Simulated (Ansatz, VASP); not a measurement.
**NiO in VASP and in Ansatz**

Contents of INCAR:

```
SYSTEM = NiO
ALGO = Normal ; EDIFF = 1E-6
ENCUT = 700 ; GGA = PE
GGA_COMPAT = .FALSE. ; ISIF = 2
ISMEAR = -1 ; ISPIN = 2
LASPH = .TRUE. ; LCHARG = .TRUE.
LDAU = .TRUE. ; LDAUJ = 0 0
LDAUL = 2 -1 ; LDAUPRINT = 1
LDAUTYPE = 2 ; LDAUU = 6.2 0
LELF = .TRUE. ; LMAXMIX = 4
LORBIT = 11 ; LREAL = .FALSE.
LVHAR = .TRUE. ; LWAVE = .FALSE.
MAGMOM = 0.2 0 ; NBANDS = 23
NELM = 200 ; PREC = Accurate
SIGMA = 0.03
```

File KPOINTS:

```
k-points
0
G
  8 8 8
  0 0 0
```

POSCAR

```
NiO
1.0
    0.0000000000      2.1004800000      2.1004800000
    2.1004800000      0.0000000000      2.1004800000
    2.1004800000      2.1004800000      0.0000000000
Ni O
1 1
Direct
    0.0000000000      0.0000000000      0.0000000000
    0.5000000000      0.5000000000      0.5000000000
```

Input for Ansatz:

```yaml
crystal:
  lattice:
    - [0.0, 2.10048, 2.10048]
    - [2.10048, 0.0, 2.10048]
    - [2.10048, 2.10048, 0.0]
  atoms:
    - { symbol: Ni, position: [0.0, 0.0, 0.0], spin: 0.2 }
    - { symbol: O, position: [0.5, 0.5, 0.5] }
magnetization:
  spin_polarized: true
hamiltonian:
  xc: pbe
  pseudopotentials: { kind: paw }
  hubbard: { sites: [{ species: Ni, l: d, u_eff: 6.2 }] }
basis:
  ecutwfc: 420
kpoints:
  mp_grid: { grid: [8, 8, 8] }
scf:
  occupations: { method: fermi_dirac, width: 0.03 }
  lower_state_search: "off"
output:
  forces: true
  stress: true
```

Change from the starting cell: parallel moments scaled by 0.1, free total moment.

Alike in both runs: task single point; functional PBE; k mesh 8 × 8 × 8; occupations fermi-dirac, width 0.03 eV; collinear spin; Hubbard terms Ni d U = 6.2 eV.

|  | VASP | Ansatz |
| --- | --- | --- |
| version | VASP 6.6.1 | Ansatz 0.2.0 |
| potentials or method | VASP PAW PBE potentials, release 64 (Ni_sv_GW, O), cutoff 700 eV | PAW, plane waves, scalar-relativistic |
| valence electrons in the cell | 24 | 24 |

|  | VASP | Ansatz | Ansatz less VASP |
| --- | --- | --- | --- |
| pressure (GPa) | 6.8 | 9.5 | +2.65 |
| net moment per atom (μB) | 1.00 | 1.00 | 0.000 |
| size of the moment on the site where the two differ most (μB) | 1.79 | 1.73 | -0.067 |

Site moments also hang on the region over which each program counts them. The programs project onto different local orbitals, so the same U acts differently, and such runs can settle in different states.
